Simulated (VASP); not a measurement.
# CdS (Cm) in VASP: further runs, part 2 of 2

VASP 6.6.1. The steps go on from the part before.

## 3. Single point, PBE (atom 3 (S) moved by (+0.100, -0.200) A along y and z)

Contents of INCAR:

```
PREC     = Accurate       # precision mode
ENCUT    = 520            # plane-wave cutoff, eV
EDIFF    = 1E-7           # SCF threshold, eV
ISMEAR   = 0              # smearing method
SIGMA    = 0.05           # smearing width, eV
LREAL    = False          # projectors in reciprocal space
LASPH    = True           # aspherical terms in the spheres
NELM     = 100            # most SCF steps
ALGO     = Normal         # electronic algorithm
ISIF     = 2              # what is computed and relaxed
LWAVE    = False          # write WAVECAR
LCHARG   = False          # write CHGCAR
GGA      = PE             # functional
NBANDS   = 26             # bands
```

Contents of KPOINTS:

```
regular mesh
0
Gamma
  12 12 4
```

Contents of POSCAR:

```
CdS
1.0
    4.1347992034      0.0000000000      0.0000000000
   -2.0673996017      3.5808411497      0.0000000000
    0.0000000000      0.0000000000      6.7490000000
Cd S
2 2
Direct
    0.3333333333      0.6666666667      0.0000000000
    0.6666666667      0.3333333333      0.5000000000
    0.3472965330      0.6945930660      0.3553659801
    0.6666666667      0.3333333333      0.8850000000
```

Potentials or basis: VASP PAW PBE potentials, release 64 (Cd, S).

On the command line:

```console
$ cat potpaw_PBE.64/Cd/POTCAR potpaw_PBE.64/S/POTCAR > POTCAR
$ mpirun -np 1 vasp_std > vasp.out
```

OUTCAR:

```text
PREC = Accurate
   ENCUT = 520
   EDIFF = 1E-7
   ISMEAR = 0
   LREAL = False
   LASPH = True
   NELM = 100
   ISIF = 2
   GGA = PE

 ion  position               nearest neighbor table
   1  0.333  0.667  0.000-   3 2.40   4 2.51   4 2.51   4 2.51
   2  0.667  0.333  0.500-   3 2.49   4 2.60   3 2.63   3 2.63
   3  0.347  0.695  0.355-   1 2.40   2 2.49   2 2.63   2 2.63
   4  0.667  0.333  0.885-   1 2.51   1 2.51   1 2.51   2 2.60

  LATTYP: Found a hexagonal cell.
 ALAT       =     4.1347992034
 C/A-ratio  =     1.6322437120

  Lattice vectors:

 A1 = (   4.1347992034,   0.0000000000,   0.0000000000)
 A2 = (  -2.0673996017,   3.5808411497,   0.0000000000)
 A3 = (   0.0000000000,   0.0000000000,   6.7490000000)

Analysis of symmetry for initial positions (statically):
=====================================================================
 Subroutine PRICEL returns:
 Original cell was already a primitive cell.

 Routine SETGRP: Setting up the symmetry group for a
 hexagonal supercell.

 Subroutine GETGRP returns: Found  2 space group operations
 (whereof  2 operations were pure point group operations)
 out of a pool of 24 trial point group operations.

The static configuration has the point symmetry C_1h.

Analysis of symmetry for dynamics (positions and initial velocities):
=====================================================================
 Subroutine PRICEL returns:
 Original cell was already a primitive cell.

 Routine SETGRP: Setting up the symmetry group for a
 hexagonal supercell.

 Subroutine GETGRP returns: Found  2 space group operations
 (whereof  2 operations were pure point group operations)
 out of a pool of 24 trial point group operations.

The dynamic configuration has the point symmetry C_1h.

 Subroutine INISYM returns: Found  2 space group operations
 (whereof  2 operations are pure point group operations),
 and found     1 'primitive' translations

----------------------------------------------------------------------------------------

                                     Primitive cell

  volume of cell :      99.9261

  direct lattice vectors                    reciprocal lattice vectors
     4.134799203  0.000000000  0.000000000     0.241849713  0.139631997  0.000000000
    -2.067399602  3.580841150  0.000000000     0.000000000  0.279263994  0.000000000
     0.000000000  0.000000000  6.749000000     0.000000000  0.000000000  0.148170099

  length of vectors
     4.134799203  4.134799203  6.749000000     0.279263994  0.279263994  0.148170099

  position of ions in fractional coordinates (direct lattice)
     0.333333333  0.666666667  0.000000000
     0.666666667  0.333333333  0.500000000
     0.347296533  0.694593066  0.355365980
     0.666666667  0.333333333  0.885000000

  ion indices of the primitive-cell ions
   primitive index   ion index
                 1           1
                 2           2
                 3           3
                 4           4

----------------------------------------------------------------------------------------

 KPOINTS: regular mesh

Automatic generation of k-mesh.
 Grid dimensions read from file:
 generate k-points for:   12   12    4

 Generating k-lattice:

  Cartesian coordinates                     Fractional coordinates (reciprocal lattice)
     0.020154143  0.011636000  0.000000000     0.083333333  0.000000000  0.000000000
     0.000000000  0.023271999  0.000000000     0.000000000  0.083333333  0.000000000
     0.000000000  0.000000000  0.037042525     0.000000000  0.000000000  0.250000000

  Length of vectors
     0.023271999  0.023271999  0.037042525

  Shift w.r.t. Gamma in fractional coordinates (k-lattice)
     0.000000000  0.000000000  0.000000000

 Subroutine IBZKPT returns following result:
 ===========================================

 Found    164 irreducible k-points:

 Following reciprocal coordinates:
            Coordinates               Weight
  0.000000  0.000000  0.000000      1.000000
  0.083333  0.000000  0.000000      4.000000
  0.000000  0.083333  0.000000      2.000000
  0.166667  0.000000  0.000000      4.000000
  0.000000  0.166667  0.000000      2.000000
  0.250000  0.000000  0.000000      4.000000
[... 16 lines left out ...]
 -0.083333  0.416667  0.000000      4.000000
 -0.416667  0.333333  0.000000      4.000000
 [... further k-points ...]
   k-points           NKPTS =    164   k-points in BZ     NKDIM =    164   number of bands    NBANDS=     26
   number of dos      NEDOS =    301   number of ions     NIONS =      4
   total plane-waves  NPLWV =  51200
   dimension x,y,z NGX =    32 NGY =   32 NGZ =   50
   dimension x,y,z NGXF=    64 NGYF=   64 NGZF=  100
   ions per type =               2   2
   NGX,Y,Z   is equivalent  to a cutoff of  12.87, 12.87, 12.32 a.u.
   NGXF,Y,Z  is equivalent  to a cutoff of  25.73, 25.73, 24.63 a.u.
 SYSTEM =  unknown system
   PREC   = accura    normal or accurate (medium, high low for compatibility)
   ISTART =      0    job   : 0-new  1-cont  2-samecut
   ICHARG =      2    charge: 1-file 2-atom 10-const
   ISPIN  =      1    spin polarized calculation?
   LNONCOLLINEAR =      F non collinear calculations
   LSORBIT =      F    spin-orbit coupling
   LASPH  =      T    aspherical Exc in radial PAW
   ENCUT  =  520.0 eV  38.22 Ry    6.18 a.u.   7.69  7.69 12.55*2*pi/ulx,y,z
   NELM   =    100;   NELMIN=  2; NELMDL= -5     # of ELM steps
   EDIFF  = 0.1E-06   stopping-criterion for ELM
   LREAL  =      F    real-space projection
   EDIFFG = 0.1E-05   stopping-criterion for IOM
   NSW    =      0    number of steps for IOM
   IBRION =     -1    ionic relax: 0-MD 1-quasi-New 2-CG
   NFREE  =      0    steps in history (QN), initial steepest desc. (CG)
   ISIF   =      2    stress and relaxation
   ISYM   =      2    0-nonsym 1-usesym 2-fastsym
   POTIM  = 0.5000    time-step for ionic-motion
   TEBEG  =    0.0;   TEEND  =   0.0 temperature during run
   PSTRESS=    0.0 pullay stress
   NELECT =      36.0000    total number of electrons
   NUPDOWN=      -1.0000    fix difference up-down
   EMIN   =  10.00;   EMAX   =-10.00  energy-range for DOS
   EFERMI =   0.00;   METHOD = LEGACY
   ISMEAR =     0;   SIGMA  =   0.05  broadening in eV -4-tet -1-fermi 0-gaus
   EFERMI_NEDOS =   21; number of points for ismear=-14 and -15
   IALGO  =     38    algorithm
   IMIX   =      4    mixing-type and parameters
     AMIX     =   0.40;   BMIX     =  1.00
     AMIX_MAG =   1.60;   BMIX_MAG =  1.00
  volume/ion in A,a.u.               =      24.98       168.58
  Fermi-wavevector in a.u.,A,eV,Ry     =   1.164884  2.201312 18.462491  1.356955
  Thomas-Fermi vector in A             =   2.301417
   LORBIT       =      0    0 simple, 1 ext, 2 COOP (PROOUT), +10 PAW based schemes
   GGA     = PE    functional components
   LHFCALC =     F    Hartree Fock is set to
   AEXX    =    0.0000 exact exchange contribution
   IVDW    =     0    specifies the selected vdW correction
   LEPSILON=     F    determine dielectric tensor
   LRPA    =     F    only Hartree local field effects (RPA)
 non-spin polarized calculation
 Gauss-broadening in eV      SIGMA  =   0.05
  energy-cutoff  :      520.00
  volume of cell :       99.93
 maximum number of plane-waves:      2731
   NGX = 15   NGY = 15   NGZ = 25

 number of electron      35.9999993 magnetization

 Free energy of the ion-electron system (eV)
  ---------------------------------------------------
  ext. energy  EPLUGINS =         0.00000000
  ---------------------------------------------------
  free energy    TOTEN  =       -12.11550521 eV

  energy without entropy =      -12.11550521  energy(sigma->0) =      -12.11550521

 E-fermi :   1.5518     XC(G=0):  -9.1125

 val. band max:        1.2801166638   @ k =   0.0000   0.0000   0.0000
 cond. band min:       2.4383650125   @ k =   0.0000   0.0000   0.0000
 fundamental gap:      1.1582483487
 Fermi energy:         1.5517630691

 k-point     1 :       0.0000    0.0000    0.0000
  band No.  band energies     occupation
      1     -11.1014      2.00000
      2     -10.6591      2.00000
      3      -6.4976      2.00000
      4      -6.4445      2.00000
      5      -6.4380      2.00000
      6      -6.3327      2.00000
[... 18 lines left out ...]
     25       9.0824      0.00000
     26       9.2439      0.00000
[... 644 lines left out ...]
      4      -6.3588      2.00000
      5      -6.2012      2.00000
      6      -6.1740      2.00000
[... 18 lines left out ...]
     25       9.9154      0.00000
     26      10.1203      0.00000

 [... further k-points ...]

------------------------ aborting loop because EDIFF is reached ----------------------------------------

  FORCE on cell =-STRESS in cart. coord.  units (eV):
  Direction    XX          YY          ZZ          XY          YZ          ZX
  --------------------------------------------------------------------------------------
  -------------------------------------------------------------------------------------
  Total        1.0324849      2.2161361      2.8530001      0.0000000      0.5025361      0.0000000
  in kB       16.5544746     35.5326917     45.7439283      0.0000000      8.0574745      0.0000000
  external PRESSURE =      32.6103648 kB  Pullay stress =       0.0000000 kB

 VOLUME and BASIS-vectors are now :
 -----------------------------------------------------------------------------
  energy-cutoff  :      520.00
  volume of cell :       99.93
      direct lattice vectors                 reciprocal lattice vectors
     4.134799203  0.000000000  0.000000000     0.241849713  0.139631997  0.000000000
    -2.067399602  3.580841150  0.000000000     0.000000000  0.279263994  0.000000000
     0.000000000  0.000000000  6.749000000     0.000000000  0.000000000  0.148170099

 POSITION                                       TOTAL-FORCE (eV/Angst)
 -----------------------------------------------------------------------------------
     -0.00000      2.38723      0.00000         0.000000     -0.038392     -0.699067
      2.06740      1.19361      3.37450         0.000000      0.468369      0.074297
     -0.00000      2.48723      2.39836        -0.000000     -0.485821      1.424149
      2.06740      1.19361      5.97286         0.000000      0.055844     -0.799380
 -----------------------------------------------------------------------------------
    total drift:                                0.000000      0.000104     -0.000662

  FREE ENERGIE OF THE ION-ELECTRON SYSTEM (eV)
  ---------------------------------------------------
  free  energy   TOTEN  =       -12.1155052133 eV

  energy  without entropy=      -12.1155052133  energy(sigma->0) =      -12.11550521
```

Run time: 3.5 min. Hardware: 1 thread of Intel Xeon Platinum 8488C (Sapphire Rapids), shared host; peak memory 0.47 GiB.

Results:

- Free energy: -12.1155 eV
- Pressure: 3.3 GPa
- Largest force: 1.505 eV/Å
- Band gap on the k mesh: 1.16 eV

Forces in eV/Å, atoms in the order of the input:
```
Cd   0.000 -0.038 -0.699
Cd   0.000  0.468  0.074
S    0.000 -0.486  1.424
S    0.000  0.056 -0.799
```

Stress tensor (GPa, compression positive):
```
1.66 0.00 0.00
0.00 3.55 0.81
0.00 0.81 4.57
```

Levels at points of the mesh, in eV from the valence-band top:
| k point | band 14 | band 15 | band 16 | band 17 | band 18 | band 19 | band 20 | band 21 | band 22 | band 23 |
| --- | --- | --- | --- | --- | --- | --- | --- | --- | --- | --- |
| (0.00, 0.00, 0.00) | -0.85 | -0.75 | -0.10 | 0.00 | 0.00 | 1.16 | 2.88 | 6.42 | 6.50 | 6.57 |
| (0.50, 0.00, 0.00) | -3.36 | -2.72 | -1.89 | -1.29 | -0.69 | 3.52 | 3.93 | 4.89 | 6.49 | 6.91 |
| (0.00, 0.50, 0.00) | -3.60 | -2.61 | -1.89 | -1.44 | -0.70 | 3.72 | 3.92 | 5.18 | 6.41 | 6.90 |
| (0.00, 0.00, 0.50) | -2.40 | -0.54 | -0.51 | -0.36 | -0.26 | 2.81 | 2.92 | 5.56 | 6.73 | 6.73 |
| (0.50, 0.00, 0.50) | -3.88 | -1.49 | -1.46 | -1.32 | -1.15 | 3.25 | 3.60 | 5.10 | 5.59 | 7.62 |
| (0.00, 0.50, 0.50) | -4.10 | -1.49 | -1.42 | -1.24 | -1.17 | 3.16 | 3.58 | 5.11 | 5.80 | 7.74 |

Caveat: the cell differs from its parent crystal (atom 3 (S) moved by (+0.100, -0.200) A along y and z); the cell stands under pressure; forces of over 1 eV/Å act on the atoms, so gaps and moduli don't describe the material at rest.
